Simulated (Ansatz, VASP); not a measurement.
# Ta in VASP and in Ansatz

The input INCAR:

```
PREC = Accurate
ENCUT = 520
EDIFF = 1E-6
ISMEAR = 0
SIGMA = 0.15
LREAL = F
LASPH = T
NELM = 60
ALGO = Fast
ISIF = 2
LWAVE = F
LCHARG = F
GGA = PS
NBANDS = 18
```

File KPOINTS:

```
Automatic mesh
0
Gamma
  24 24 12
```

POSCAR

```
Ta
1.0
    2.8669354486      0.0000000000      0.0000000000
   -1.4334677243      2.4828389295      0.0000000000
    0.0000000000      0.0000000000      5.2441573683
Ta
2
Direct
    0.6666666667      0.3333333333      0.7500000000
    0.3333333333      0.6666666667      0.2500000000
```

Input for Ansatz:

```yaml
crystal:
  lattice:
    - [2.8669354486, 0.0, 0.0]
    - [-1.4334677243, 2.4828389295, 0.0]
    - [0.0, 0.0, 5.2441573683]
  atoms:
    - { symbol: Ta, position: [0.6666666667, 0.3333333333, 0.75] }
    - { symbol: Ta, position: [0.3333333333, 0.6666666667, 0.25] }
basis:
  ecutwfc: 420
kpoints:
  mp_grid: { grid: [24, 24, 12] }
hamiltonian:
  xc: pbesol
scf:
  occupations: { method: gaussian, width: 0.15 }
output:
  forces: true
  stress: true
  eigenvalues: true
```

Change from the starting cell: strain +0.0300 x Voigt [0, 0, 1, 0, 0, 0], atoms carried along.

Alike in both runs: task single point; functional PBEsol; k mesh 24 × 24 × 12; occupations gaussian, width 0.15 eV; no spin polarisation.

|  | VASP | Ansatz |
| --- | --- | --- |
| version | VASP 6.6.1 | Ansatz 0.2.0 |
| potentials or method | VASP PAW PBE potentials, release 64 (Ta_pv), cutoff 520 eV | scalar-relativistic, plane waves, PAW |
| valence electrons in the cell | 22 | 26 |

Ansatz gave:

| Property | Result |
| --- | --- |
| gap on the k mesh at the Fermi level (eV) | none |
| pressure (GPa) | -5.2 |
| traceless stress, the component that is largest in VASP (GPa) | -3.65 |

Problem. What did VASP give for the same quantities?

Solution. gap on the k mesh at the Fermi level (eV): none; pressure (GPa): -5.1; traceless stress, the component that is largest in VASP (GPa): -3.66.

VASP's potentials were made for PBE, not for PBEsol. A gap of «none» marks a metal or a gap that the smearing closes. VASP's potentials hold 22 valence electrons a cell and Ansatz's 26, so a difference there can come from the potentials and not from the codes.

Spin-orbit coupling is off throughout.
